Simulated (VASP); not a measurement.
# NaLa3 (Pm-3m) in VASP: further runs

Runs on NaLa3. Level: PBE. Tasks: single point.

Everything below comes from runs of VASP 6.6.1. Logs are shortened: lines on timing, memory, paths and dates and some standing lists are left out, and cuts for length are marked.

**1. The cell of the first run**

The structure is cubic, space group Pm-3m (No. 221). The conventional cell has a = 5.256 Å, b = 5.256 Å, c = 5.256 Å, α = 90.00°, β = 90.00°, γ = 90.00°. Na (site symmetry m-3m) has 12 La at 3.72 Å within 4.9 Å. Within 4.9 Å of La (site symmetry 4/mmm) lie 4 Na at 3.72 Å and 8 La at 3.72 Å.

**2. Single point, PBE**

INCAR reads:

```
  PREC = Accurate
  ENCUT = 520
  EDIFF = 1E-7
  ISMEAR = 1
  SIGMA = 0.25
  LREAL = F
  LASPH = T
  NELM = 80
  ALGO = Normal
  ISIF = 2
  LWAVE = F
  LCHARG = F
  GGA = PE
  NBANDS = 28
```

KPOINTS reads:

```
Automatic mesh
0
Gamma
  5 5 5
```

POSCAR reads:

```
NaLa3
1.0
    5.2562870000      0.0000000000      0.0000000000
    0.0000000000      5.2562870000      0.0000000000
    0.0000000000      0.0000000000      5.2562870000
Na La
1 3
Direct
    0.0000000000      0.0000000000      0.0000000000
    0.5000000000      0.0000000000      0.5000000000
    0.0000000000      0.5000000000      0.5000000000
    0.5000000000      0.5000000000      0.0000000000
```

Potentials or basis: VASP PAW PBE potentials, release 64 (Na_pv, La).

Run with:

```
$ cat potpaw_PBE.64/Na_pv/POTCAR potpaw_PBE.64/La/POTCAR > POTCAR
$ mpirun -np 1 vasp_std > vasp.out
```

OUTCAR:

```text
PREC = Accurate
   ENCUT = 520
   EDIFF = 1E-7
   ISMEAR = 1
   LREAL = F
   LASPH = T
   NELM = 80
   ISIF = 2
   GGA = PE

 ion  position               nearest neighbor table
   1  0.000  0.000  0.000-
   2  0.500  0.000  0.500-
   3  0.000  0.500  0.500-
   4  0.500  0.500  0.000-

  LATTYP: Found a simple cubic cell.
 ALAT       =     5.2562870000

  Lattice vectors:

 A1 = (   5.2562870000,   0.0000000000,   0.0000000000)
 A2 = (   0.0000000000,   5.2562870000,   0.0000000000)
 A3 = (   0.0000000000,   0.0000000000,   5.2562870000)

Analysis of symmetry for initial positions (statically):
=====================================================================
 Subroutine PRICEL returns:
 Original cell was already a primitive cell.

 Routine SETGRP: Setting up the symmetry group for a
 simple cubic supercell.

 Subroutine GETGRP returns: Found 48 space group operations
 (whereof 48 operations were pure point group operations)
 out of a pool of 48 trial point group operations.

The static configuration has the point symmetry O_h .

Analysis of symmetry for dynamics (positions and initial velocities):
=====================================================================
 Subroutine PRICEL returns:
 Original cell was already a primitive cell.

 Routine SETGRP: Setting up the symmetry group for a
 simple cubic supercell.

 Subroutine GETGRP returns: Found 48 space group operations
 (whereof 48 operations were pure point group operations)
 out of a pool of 48 trial point group operations.

The dynamic configuration has the point symmetry O_h .

 Subroutine INISYM returns: Found 48 space group operations
 (whereof 48 operations are pure point group operations),
 and found     1 'primitive' translations

----------------------------------------------------------------------------------------

                                     Primitive cell

  volume of cell :     145.2236

  direct lattice vectors                    reciprocal lattice vectors
     5.256287000  0.000000000  0.000000000     0.190248364  0.000000000  0.000000000
     0.000000000  5.256287000  0.000000000     0.000000000  0.190248364  0.000000000
     0.000000000  0.000000000  5.256287000     0.000000000  0.000000000  0.190248364

  length of vectors
     5.256287000  5.256287000  5.256287000     0.190248364  0.190248364  0.190248364

  position of ions in fractional coordinates (direct lattice)
     0.000000000  0.000000000  0.000000000
     0.500000000  0.000000000  0.500000000
     0.000000000  0.500000000  0.500000000
     0.500000000  0.500000000  0.000000000

  ion indices of the primitive-cell ions
   primitive index   ion index
                 1           1
                 2           2
                 3           3
                 4           4

----------------------------------------------------------------------------------------

 KPOINTS: Automatic mesh

Automatic generation of k-mesh.
 Grid dimensions read from file:
 generate k-points for:    5    5    5

 Generating k-lattice:

  Cartesian coordinates                     Fractional coordinates (reciprocal lattice)
     0.038049673  0.000000000  0.000000000     0.200000000  0.000000000  0.000000000
     0.000000000  0.038049673  0.000000000     0.000000000  0.200000000  0.000000000
     0.000000000  0.000000000  0.038049673     0.000000000  0.000000000  0.200000000

  Length of vectors
     0.038049673  0.038049673  0.038049673

  Shift w.r.t. Gamma in fractional coordinates (k-lattice)
     0.000000000  0.000000000  0.000000000

 Subroutine IBZKPT returns following result:
 ===========================================

 Found     10 irreducible k-points:

 Following reciprocal coordinates:
            Coordinates               Weight
  0.000000  0.000000  0.000000      1.000000
  0.200000  0.000000  0.000000      6.000000
  0.400000  0.000000  0.000000      6.000000
  0.200000  0.200000  0.000000     12.000000
  0.400000  0.200000  0.000000     24.000000
  0.400000  0.400000  0.000000     12.000000
  0.200000  0.200000  0.200000      8.000000
  0.400000  0.200000  0.200000     24.000000
  0.400000  0.400000  0.200000     24.000000
  0.400000  0.400000  0.400000      8.000000
   k-points           NKPTS =     10   k-points in BZ     NKDIM =     10   number of bands    NBANDS=     28
   number of dos      NEDOS =    301   number of ions     NIONS =      4
   total plane-waves  NPLWV =  64000
   dimension x,y,z NGX =    40 NGY =   40 NGZ =   40
   dimension x,y,z NGXF=    80 NGYF=   80 NGZF=   80
   ions per type =               1   3
   NGX,Y,Z   is equivalent  to a cutoff of  12.65, 12.65, 12.65 a.u.
   NGXF,Y,Z  is equivalent  to a cutoff of  25.30, 25.30, 25.30 a.u.
 SYSTEM =  unknown system
   PREC   = accura    normal or accurate (medium, high low for compatibility)
   ISTART =      0    job   : 0-new  1-cont  2-samecut
   ICHARG =      2    charge: 1-file 2-atom 10-const
   ISPIN  =      1    spin polarized calculation?
   LNONCOLLINEAR =      F non collinear calculations
   LSORBIT =      F    spin-orbit coupling
   LASPH  =      T    aspherical Exc in radial PAW
   ENCUT  =  520.0 eV  38.22 Ry    6.18 a.u.   9.77  9.77  9.77*2*pi/ulx,y,z
   NELM   =     80;   NELMIN=  2; NELMDL= -5     # of ELM steps
   EDIFF  = 0.1E-06   stopping-criterion for ELM
   LREAL  =      F    real-space projection
   EDIFFG = 0.1E-05   stopping-criterion for IOM
   NSW    =      0    number of steps for IOM
   IBRION =     -1    ionic relax: 0-MD 1-quasi-New 2-CG
   NFREE  =      0    steps in history (QN), initial steepest desc. (CG)
   ISIF   =      2    stress and relaxation
   ISYM   =      2    0-nonsym 1-usesym 2-fastsym
   POTIM  = 0.5000    time-step for ionic-motion
   TEBEG  =    0.0;   TEEND  =   0.0 temperature during run
   PSTRESS=    0.0 pullay stress
   NELECT =      40.0000    total number of electrons
   NUPDOWN=      -1.0000    fix difference up-down
   EMIN   =  10.00;   EMAX   =-10.00  energy-range for DOS
   EFERMI =   0.00;   METHOD = LEGACY
   ISMEAR =     1;   SIGMA  =   0.25  broadening in eV -4-tet -1-fermi 0-gaus
   EFERMI_NEDOS =   21; number of points for ismear=-14 and -15
   IALGO  =     38    algorithm
   IMIX   =      4    mixing-type and parameters
     AMIX     =   0.40;   BMIX     =  1.00
     AMIX_MAG =   1.60;   BMIX_MAG =  1.00
  volume/ion in A,a.u.               =      36.31       245.00
  Fermi-wavevector in a.u.,A,eV,Ry     =   1.065162  2.012865 15.436770  1.134571
  Thomas-Fermi vector in A             =   2.200705
   LORBIT       =      0    0 simple, 1 ext, 2 COOP (PROOUT), +10 PAW based schemes
   GGA     = PE    functional components
   LHFCALC =     F    Hartree Fock is set to
   AEXX    =    0.0000 exact exchange contribution
   IVDW    =     0    specifies the selected vdW correction
   LEPSILON=     F    determine dielectric tensor
   LRPA    =     F    only Hartree local field effects (RPA)
 non-spin polarized calculation
 Methfessel and Paxton  Order N= 1 SIGMA  =   0.25
  energy-cutoff  :      520.00
  volume of cell :      145.22
 maximum number of plane-waves:      3924
 NGX is ok and might be reduce to    40
   NGX = 19   NGY = 19   NGZ = 19

 number of electron      40.0000008 magnetization

 Free energy of the ion-electron system (eV)
  ---------------------------------------------------
  ext. energy  EPLUGINS =         0.00000000
  ---------------------------------------------------
  free energy    TOTEN  =       -15.06213390 eV

  energy without entropy =      -15.05055055  energy(sigma->0) =      -15.05827278

 E-fermi :   6.0803     XC(G=0):  -8.9669

 val. band max:        5.9924206337   @ k =   0.4000   0.2000   0.0000
 cond. band min:       6.1002238783   @ k =   0.2000   0.2000   0.2000
 fundamental gap:      0.1078032446
 Fermi energy:         6.0803048019

 k-point     1 :       0.0000    0.0000    0.0000
  band No.  band energies     occupation
      1     -26.9269      2.00000
      2     -26.7183      2.00000
      3     -26.7183      2.00000
      4     -17.5618      2.00000
      5     -17.5618      2.00000
      6     -17.5618      2.00000
[... 20 lines left out ...]
     27       7.7290     -0.00000
     28       7.7459     -0.00000

 k-point     2 :       0.2000    0.0000    0.0000
  band No.  band energies     occupation
      1     -26.9097      2.00000
      2     -26.7360      2.00000
      3     -26.7181      2.00000
      4     -17.5617      2.00000
      5     -17.5617      2.00000
      6     -17.5617      2.00000
[... 20 lines left out ...]
     27       7.6188     -0.00000
     28       7.7411     -0.00000

 k-point     3 :       0.4000    0.0000    0.0000
  band No.  band energies     occupation
      1     -26.8695      2.00000
      2     -26.7770      2.00000
      3     -26.7177      2.00000
      4     -17.5616      2.00000
      5     -17.5616      2.00000
      6     -17.5615      2.00000
[... 20 lines left out ...]
     27       7.4199     -0.00000
     28       7.6285     -0.00000

 k-point     4 :       0.2000    0.2000    0.0000
  band No.  band energies     occupation
      1     -26.8937      2.00000
      2     -26.7425      2.00000
      3     -26.7276      2.00000
      4     -17.5619      2.00000
      5     -17.5617      2.00000
      6     -17.5615      2.00000
[... 144 lines left out ...]
     27       7.5863     -0.00000
     28       7.6855     -0.00000

 k-point     9 :       0.4000    0.4000    0.2000
  band No.  band energies     occupation
      1     -26.8158      2.00000
      2     -26.7807      2.00000
      3     -26.7657      2.00000
      4     -17.5621      2.00000
      5     -17.5620      2.00000
      6     -17.5617      2.00000
[... 20 lines left out ...]
     27       7.6069     -0.00000
     28       7.6728     -0.00000

 k-point    10 :       0.4000    0.4000    0.4000
  band No.  band energies     occupation
      1     -26.8003      2.00000
      2     -26.7802      2.00000
      3     -26.7802      2.00000
      4     -17.5624      2.00000
      5     -17.5624      2.00000
      6     -17.5622      2.00000
[... 20 lines left out ...]
     27       7.5249     -0.00000
     28       7.6850     -0.00000

------------------------ aborting loop because EDIFF is reached ----------------------------------------

  FORCE on cell =-STRESS in cart. coord.  units (eV):
  Direction    XX          YY          ZZ          XY          YZ          ZX
  --------------------------------------------------------------------------------------
  -------------------------------------------------------------------------------------
  Total        0.1873231      0.1873231      0.1873231      0.0000000     -0.0000000      0.0000000
  in kB        2.0666398      2.0666398      2.0666398      0.0000000     -0.0000000      0.0000000
  external PRESSURE =       2.0666398 kB  Pullay stress =       0.0000000 kB

 VOLUME and BASIS-vectors are now :
 -----------------------------------------------------------------------------
  energy-cutoff  :      520.00
  volume of cell :      145.22
      direct lattice vectors                 reciprocal lattice vectors
     5.256287000  0.000000000  0.000000000     0.190248364  0.000000000  0.000000000
     0.000000000  5.256287000  0.000000000     0.000000000  0.190248364  0.000000000
     0.000000000  0.000000000  5.256287000     0.000000000  0.000000000  0.190248364

 POSITION                                       TOTAL-FORCE (eV/Angst)
 -----------------------------------------------------------------------------------
      0.00000      0.00000      0.00000         0.000000      0.000000      0.000000
      2.62814      0.00000      2.62814         0.000000      0.000000      0.000000
      0.00000      2.62814      2.62814         0.000000      0.000000      0.000000
      2.62814      2.62814      0.00000         0.000000      0.000000      0.000000
 -----------------------------------------------------------------------------------
    total drift:                                0.000000     -0.000000     -0.000000

  FREE ENERGIE OF THE ION-ELECTRON SYSTEM (eV)
  ---------------------------------------------------
  free  energy   TOTEN  =       -15.0621338973 eV

  energy  without entropy=      -15.0505505514  energy(sigma->0) =      -15.05827278
```

Run time: 100 s. Hardware: 1 thread of Intel Xeon 8259CL, shared host; peak memory 0.26 GiB.

What came out:

```yaml
Free_energy: -15.0621 eV
Pressure: 0.2 GPa
Band_gap_on_the_k_mesh: zero (bands 20 and 21 overlap by 1.37 eV)
```

Levels at points of the mesh, in eV from the Fermi level:
```
           k point  band 16  band 17  band 18  band 19  band 20  band 21  band 22  band 23  band 24  band 25
(0.00, 0.00, 0.00)    -3.22    -2.10    -0.86    -0.86    -0.70    -0.70    -0.70     1.35     1.50     1.50
```

Caveat: spin-orbit coupling is left out, which moves the levels of the heavy elements.

**3. Single point, PBE**

INCAR reads:

```
  PREC = Accurate
  ENCUT = 520
  EDIFF = 1E-6
  ISMEAR = 1
  SIGMA = 0.15
  LREAL = False
  LASPH = True
  NELM = 60
  ALGO = Normal
  ISIF = 2
  LWAVE = False
  LCHARG = False
  GGA = PE
  NBANDS = 28
```

KPOINTS reads:

```
regular mesh
0
Gamma
  5 5 5
```

POSCAR is that of step 2.

Potentials or basis: VASP PAW PBE potentials, release 64 (Na_pv, La).

Run with:

```
$ cat potpaw_PBE.64/Na_pv/POTCAR potpaw_PBE.64/La/POTCAR > POTCAR
$ mpirun -np 1 vasp_std > vasp.out
```

Run time: 94 s. Hardware: 1 thread of Intel Xeon 8259CL, shared host; peak memory 0.26 GiB.

The run converged. Its results:

- Free energy: -15.0592 eV
- Pressure: 0.2 GPa
- Band gap on the k mesh: zero (bands 20 and 21 overlap by 1.37 eV)

Levels at points of the mesh, in eV from the Fermi level:
| k point | band 17 | band 18 | band 19 | band 20 | band 21 | band 22 | band 23 | band 24 |
| --- | --- | --- | --- | --- | --- | --- | --- | --- |
| (0.00, 0.00, 0.00) | -2.11 | -0.87 | -0.87 | -0.71 | -0.71 | -0.71 | 1.34 | 1.48 |

Caveat: spin-orbit coupling is left out, which moves the levels of the heavy elements.
